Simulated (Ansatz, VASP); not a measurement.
Two plane-wave programs on ZnCl3

```xyz
4
Lattice="3.3801 0.0000 0.0000 -1.6901 2.9273 0.0000 0.0000 0.0000 10.8506" Properties=species:S:1:pos:R:3 pbc="T T T"
Zn    1.6901    0.9758    0.0000
Cl    1.6901    0.9758    5.4253
Cl    0.0000    1.9515    1.5488
Cl    0.0000    1.9515    9.3018
```

Change from the starting cell: species swapped into the MnFe3 type (P-6m2, No. 187).

Alike in both runs: functional PBE; k mesh 18 × 18 × 4; occupations gaussian, width 0.1 eV; no spin polarisation.

Ansatz relaxed the structure, and its values are those at the end. VASP's run is a single point on that final structure, the one shown.

|  | VASP | Ansatz |
| --- | --- | --- |
| version | VASP 6.6.1 | Ansatz 0.2.0 |
| potentials or method | VASP PAW PBE potentials, release 64 (Zn, Cl), cutoff 520 eV | scalar-relativistic, plane waves, PAW |
| valence electrons in the cell | 33 | 33 |

```tsv
	VASP	Ansatz	Ansatz less VASP
gap on the k mesh at the Fermi level (eV)	none	none	-
pressure (GPa)	0.0	0.0	0.00
rms of the force components (eV/Å)	0.004	0.002	-0.0016
```

A gap of «none» marks a metal or a gap that the smearing closes.
